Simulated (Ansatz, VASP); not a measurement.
## Two plane-wave programs on WS2

```
W S
1.0
     3.22541    0.00000    0.00000
    -1.61270    2.79329    0.00000
     0.00000    0.00000   17.17364
W S
1 2
Direct
  0.00000 0.00000 0.00000
  0.33333 0.66667 0.09200
  0.33333 0.66667 0.90800
```

Alike in both runs: task single point; functional LDA; k mesh 10 × 10 × 2; occupations fermi-dirac, width 0.05 eV; no spin polarisation.

|  | VASP | Ansatz |
| --- | --- | --- |
| version | VASP 6.6.1 | Ansatz 0.2.0 |
| potentials or method | VASP PAW LDA potentials, release 64 (W_sv, S) | Ansatz PAW |
| plane-wave cutoff (eV) | 520 | 420 |
| valence electrons in the cell | 26 | 26 |

|  | VASP | Ansatz | Ansatz less VASP |
| --- | --- | --- | --- |
| gap on the k mesh at the Fermi level (eV) | 1.88 | 1.86 | -0.013 |
| least direct gap on the mesh (eV) | 2.03 | 2.02 | -0.009 |
| rms of the force components (eV/Å) | 0.474 | 0.494 | +0.0199 |

LDA's correlation is that of Perdew and Zunger in VASP and of Perdew and Wang (1992) in Ansatz. Atom by atom the forces differ by 0.020 eV/Å (rms over components).

Neither program's run includes spin-orbit coupling.
